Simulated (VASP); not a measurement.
# C (Fd-3m) in VASP: single point with PBE

Aim: the single point of C with PBE.

Everything below comes from runs of VASP 6.6.1. Logs are shortened: lines on timing, memory, paths and dates and some standing lists are left out, and cuts for length are marked.

## Step 1: The cell of the first run

It takes space group Fd-3m (No. 227, cubic). Conventional cell: a = 3.572 Å, b = 3.572 Å, c = 3.572 Å, α = 90.00°, β = 90.00°, γ = 90.00°. Within 2.1 Å of C (site symmetry -43m) lie 4 C at 1.55 Å.

## Step 2: Single point, PBE

The input, INCAR:

```
  ALGO = Normal
  EDIFF = 1E-6
  ENCUT = 600
  GGA = PE
  GGA_COMPAT = False
  ISIF = 2
  ISMEAR = 0
  LASPH = True
  LCHARG = True
  LELF = True
  LREAL = False
  LVHAR = True
  LWAVE = False
  NBANDS = 11
  NELM = 120
  PREC = Accurate
  SIGMA = 0.02
```

The input, KPOINTS:

```
k-points
0
Gamma
  12 12 12
```

The input, POSCAR:

```
C
1.0
    0.0000000000      1.7857952570      1.7857952570
    1.7857952570      0.0000000000      1.7857952570
    1.7857952570      1.7857952570      0.0000000000
C
2
Direct
    0.5000000000      0.5000000000      0.5000000000
    0.7500000000      0.7500000000      0.7500000000
```

Potentials or basis: VASP PAW PBE potentials, release 64 (C).

On the command line:

```console
$ cat potpaw_PBE.64/C/POTCAR > POTCAR
$ mpirun -np 1 vasp_std > vasp.out
```

OUTCAR:

```text
EDIFF = 1E-6
   ENCUT = 600
   GGA = PE
   ISIF = 2
   ISMEAR = 0
   LASPH = True
   LREAL = False
   NELM = 120
   PREC = Accurate

 ion  position               nearest neighbor table
   1  0.500  0.500  0.500-   2 1.55   2 1.55   2 1.55   2 1.55
   2  0.750  0.750  0.750-   1 1.55   1 1.55   1 1.55   1 1.55

  LATTYP: Found a face centered cubic cell.
 ALAT       =     3.5715905140

  Lattice vectors:

 A1 = (   0.0000000000,   1.7857952570,   1.7857952570)
 A2 = (   1.7857952570,   0.0000000000,   1.7857952570)
 A3 = (   1.7857952570,   1.7857952570,   0.0000000000)

Analysis of symmetry for initial positions (statically):
=====================================================================
 Subroutine PRICEL returns:
 Original cell was already a primitive cell.

 Routine SETGRP: Setting up the symmetry group for a
 face centered cubic supercell.

 Subroutine GETGRP returns: Found 48 space group operations
 (whereof 24 operations were pure point group operations)
 out of a pool of 48 trial point group operations.

The static configuration has the point symmetry T_d .
 The point group associated with its full space group is O_h .

Analysis of symmetry for dynamics (positions and initial velocities):
=====================================================================
 Subroutine PRICEL returns:
 Original cell was already a primitive cell.

 Routine SETGRP: Setting up the symmetry group for a
 face centered cubic supercell.

 Subroutine GETGRP returns: Found 48 space group operations
 (whereof 24 operations were pure point group operations)
 out of a pool of 48 trial point group operations.

The dynamic configuration has the point symmetry T_d .
 The point group associated with its full space group is O_h .

 Subroutine INISYM returns: Found 48 space group operations
 (whereof 24 operations are pure point group operations),
 and found     1 'primitive' translations

----------------------------------------------------------------------------------------

                                     Primitive cell

  volume of cell :      11.3900

  direct lattice vectors                    reciprocal lattice vectors
     0.000000000  1.785795257  1.785795257    -0.279987304  0.279987304  0.279987304
     1.785795257  0.000000000  1.785795257     0.279987304 -0.279987304  0.279987304
     1.785795257  1.785795257  0.000000000     0.279987304  0.279987304 -0.279987304

  length of vectors
     2.525495872  2.525495872  2.525495872     0.484952236  0.484952236  0.484952236

  position of ions in fractional coordinates (direct lattice)
     0.500000000  0.500000000  0.500000000
     0.750000000  0.750000000  0.750000000

  ion indices of the primitive-cell ions
   primitive index   ion index
                 1           1
                 2           2

----------------------------------------------------------------------------------------

 KPOINTS: k-points

Automatic generation of k-mesh.
 Grid dimensions read from file:
 generate k-points for:   12   12   12

 Generating k-lattice:

  Cartesian coordinates                     Fractional coordinates (reciprocal lattice)
    -0.023332275  0.023332275  0.023332275     0.083333333  0.000000000  0.000000000
     0.023332275 -0.023332275  0.023332275     0.000000000  0.083333333  0.000000000
     0.023332275  0.023332275 -0.023332275     0.000000000  0.000000000  0.083333333

  Length of vectors
     0.040412686  0.040412686  0.040412686

  Shift w.r.t. Gamma in fractional coordinates (k-lattice)
     0.000000000  0.000000000  0.000000000

 Subroutine IBZKPT returns following result:
 ===========================================

 Found     72 irreducible k-points:

 Following reciprocal coordinates:
            Coordinates               Weight
  0.000000  0.000000  0.000000      1.000000
  0.083333  0.000000  0.000000      8.000000
  0.166667  0.000000  0.000000      8.000000
  0.250000  0.000000  0.000000      8.000000
  0.333333  0.000000  0.000000      8.000000
  0.416667  0.000000  0.000000      8.000000
[... 16 lines left out ...]
  0.500000  0.166667  0.000000     24.000000
 -0.416667  0.166667  0.000000     24.000000
 [... further k-points ...]
   k-points           NKPTS =     72   k-points in BZ     NKDIM =     72   number of bands    NBANDS=     11
   number of dos      NEDOS =    301   number of ions     NIONS =      2
   total plane-waves  NPLWV =   8000
   dimension x,y,z NGX =    20 NGY =   20 NGZ =   20
   dimension x,y,z NGXF=    40 NGYF=   40 NGZF=   40
   ions per type =               2
   NGX,Y,Z   is equivalent  to a cutoff of  13.17, 13.17, 13.17 a.u.
   NGXF,Y,Z  is equivalent  to a cutoff of  26.33, 26.33, 26.33 a.u.
 SYSTEM =  unknown system
   PREC   = accura    normal or accurate (medium, high low for compatibility)
   ISTART =      0    job   : 0-new  1-cont  2-samecut
   ICHARG =      2    charge: 1-file 2-atom 10-const
   ISPIN  =      1    spin polarized calculation?
   LNONCOLLINEAR =      F non collinear calculations
   LSORBIT =      F    spin-orbit coupling
   LASPH  =      T    aspherical Exc in radial PAW
   ENCUT  =  600.0 eV  44.10 Ry    6.64 a.u.   5.04  5.04  5.04*2*pi/ulx,y,z
   NELM   =    120;   NELMIN=  2; NELMDL= -5     # of ELM steps
   EDIFF  = 0.1E-05   stopping-criterion for ELM
   LREAL  =      F    real-space projection
[... 7 lines left out ...]
   TEBEG  =    0.0;   TEEND  =   0.0 temperature during run
   PSTRESS=    0.0 pullay stress
   NELECT =       8.0000    total number of electrons
   NUPDOWN=      -1.0000    fix difference up-down
   EMIN   =  10.00;   EMAX   =-10.00  energy-range for DOS
   EFERMI =   0.00;   METHOD = LEGACY
   ISMEAR =     0;   SIGMA  =   0.02  broadening in eV -4-tet -1-fermi 0-gaus
   EFERMI_NEDOS =   21; number of points for ismear=-14 and -15
   IALGO  =     38    algorithm
   IMIX   =      4    mixing-type and parameters
     AMIX     =   0.40;   BMIX     =  1.00
     AMIX_MAG =   1.60;   BMIX_MAG =  1.00
  volume/ion in A,a.u.               =       5.70        38.43
  Fermi-wavevector in a.u.,A,eV,Ry     =   1.455224  2.749974 28.812741  2.117677
  Thomas-Fermi vector in A             =   2.572283
   LORBIT       =      0    0 simple, 1 ext, 2 COOP (PROOUT), +10 PAW based schemes
   GGA     = PE    functional components
   LHFCALC =     F    Hartree Fock is set to
   AEXX    =    0.0000 exact exchange contribution
   IVDW    =     0    specifies the selected vdW correction
   LEPSILON=     F    determine dielectric tensor
   LRPA    =     F    only Hartree local field effects (RPA)
 non-spin polarized calculation
 Gauss-broadening in eV      SIGMA  =   0.02
  energy-cutoff  :      600.00
  volume of cell :       11.39
 maximum number of plane-waves:       392
   NGX =  9   NGY =  9   NGZ =  9

 number of electron       7.9999999 magnetization

 Free energy of the ion-electron system (eV)
  ---------------------------------------------------
  ext. energy  EPLUGINS =         0.00000000
  ---------------------------------------------------
  free energy    TOTEN  =       -18.19049244 eV

  energy without entropy =      -18.19049244  energy(sigma->0) =      -18.19049244

 E-fermi :   9.7728     XC(G=0): -13.2303

 val. band max:        9.6696217935   @ k =   0.0000   0.0000   0.0000
 cond. band min:      13.8138476426   @ k =   0.3333   0.3333   0.0000
 fundamental gap:      4.1442258491
 Fermi energy:         9.7728266076

 k-point     1 :       0.0000    0.0000    0.0000
  band No.  band energies     occupation
      1     -11.7521      2.00000
      2       9.6696      2.00000
      3       9.6696      2.00000
      4       9.6696      2.00000
      5      15.2486      0.00000
      6      15.2486      0.00000
      7      15.2486      0.00000
      8      22.9076      0.00000
      9      28.9126      0.00000
     10      36.1611      0.00000
     11      36.1611      0.00000

 k-point     2 :       0.0833    0.0000    0.0000
  band No.  band energies     occupation
      1     -11.5605      2.00000
      2       8.4475      2.00000
      3       9.3484      2.00000
      4       9.3484      2.00000
      5      15.6695      0.00000
      6      15.6695      0.00000
      7      15.9583      0.00000
      8      23.0752      0.00000
      9      29.2321      0.00000
     10      34.0432      0.00000
     11      34.0432      0.00000

 k-point     3 :       0.1667    0.0000    0.0000
  band No.  band energies     occupation
      1     -10.9876      2.00000
      2       5.9248      2.00000
      3       8.6508      2.00000
      4       8.6508      2.00000
      5      16.5846      0.00000
      6      16.5846      0.00000
      7      17.0371      0.00000
      8      23.5586      0.00000
      9      29.9006      0.00000
     10      32.4518      0.00000
     11      32.4518      0.00000

 k-point     4 :       0.2500    0.0000    0.0000
  band No.  band energies     occupation
      1     -10.0422      2.00000
      2       3.0976      2.00000
      3       7.9309      2.00000
      4       7.9309      2.00000
      5      17.4393      0.00000
      6      17.4393      0.00000
      7      17.7767      0.00000
      8      24.2378      0.00000
      9      30.3271      0.00000
     10      32.0344      0.00000
     11      32.0344      0.00000
[... 239 lines left out ...]
 k-point    22 :       0.4167    0.1667    0.0000
  band No.  band energies     occupation
      1      -7.5936      2.00000
      2      -0.0761      2.00000
      3       5.4117      2.00000
      4       5.6327      2.00000
      5      16.3311      0.00000
      6      20.6293      0.00000
      7      20.7313      0.00000
      8      22.3226      0.00000
      9      30.6898      0.00000
     10      32.0493      0.00000
     11      37.0168      0.00000

 k-point    23 :       0.5000    0.1667    0.0000
  band No.  band energies     occupation
      1      -6.0193      2.00000
      2      -2.3063      2.00000
      3       4.6971      2.00000
      4       5.7194      2.00000
      5      16.7526      0.00000
      6      20.3614      0.00000
      7      20.8436      0.00000
      8      23.9144      0.00000
      9      29.7581      0.00000
     10      33.4063      0.00000
     11      36.2030      0.00000

 k-point    24 :      -0.4167    0.1667    0.0000
  band No.  band energies     occupation
      1      -5.5929      2.00000
      2      -2.8187      2.00000
      3       4.2127      2.00000
      4       6.0960      2.00000
      5      17.1885      0.00000
      6      19.8733      0.00000
      7      20.8215      0.00000
      8      25.0588      0.00000
      9      29.0677      0.00000
     10      33.8106      0.00000
     11      34.1586      0.00000

 [... further k-points ...]
[... 5 lines left out ...]
  --------------------------------------------------------------------------------------
  -------------------------------------------------------------------------------------
  Total       -0.0006876     -0.0006876     -0.0006876      0.0000000      0.0000000      0.0000000
  in kB       -0.0967168     -0.0967168     -0.0967168      0.0000000      0.0000000      0.0000000
  external PRESSURE =      -0.0967168 kB  Pullay stress =       0.0000000 kB

 VOLUME and BASIS-vectors are now :
 -----------------------------------------------------------------------------
  energy-cutoff  :      600.00
  volume of cell :       11.39
      direct lattice vectors                 reciprocal lattice vectors
     0.000000000  1.785795257  1.785795257    -0.279987304  0.279987304  0.279987304
     1.785795257  0.000000000  1.785795257     0.279987304 -0.279987304  0.279987304
     1.785795257  1.785795257  0.000000000     0.279987304  0.279987304 -0.279987304

 POSITION                                       TOTAL-FORCE (eV/Angst)
 -----------------------------------------------------------------------------------
      1.78580      1.78580      1.78580        -0.000000     -0.000000      0.000000
      2.67869      2.67869      2.67869         0.000000      0.000000     -0.000000
 -----------------------------------------------------------------------------------
    total drift:                                0.000000     -0.000000      0.000000

  FREE ENERGIE OF THE ION-ELECTRON SYSTEM (eV)
  ---------------------------------------------------
  free  energy   TOTEN  =       -18.1904924436 eV

  energy  without entropy=      -18.1904924436  energy(sigma->0) =      -18.19049244
```

Run time: 10 s. Hardware: 1 thread of AMD EPYC 7R43 (Zen 3), shared host; peak memory 0.08 GiB.

Results:

```yaml
Free_energy: -18.1905 eV
Pressure: 0.0 GPa
Band_gap_on_the_k_mesh: 4.14 eV, indirect (least direct gap 5.58 eV)
```

Levels at points of the mesh, in eV from the valence-band top:
```
           k point  band 1  band 2  band 3  band 4  band 5  band 6  band 7  band 8
(0.00, 0.00, 0.00)  -21.42    0.00    0.00    0.00    5.58    5.58    5.58   13.24
(0.50, 0.00, 0.00)  -15.67  -13.33   -2.79   -2.79    8.44    8.44    8.79   15.66
(0.50, 0.50, 0.00)  -12.74  -12.74   -6.27   -6.27    4.75    4.75   16.74   16.74
```
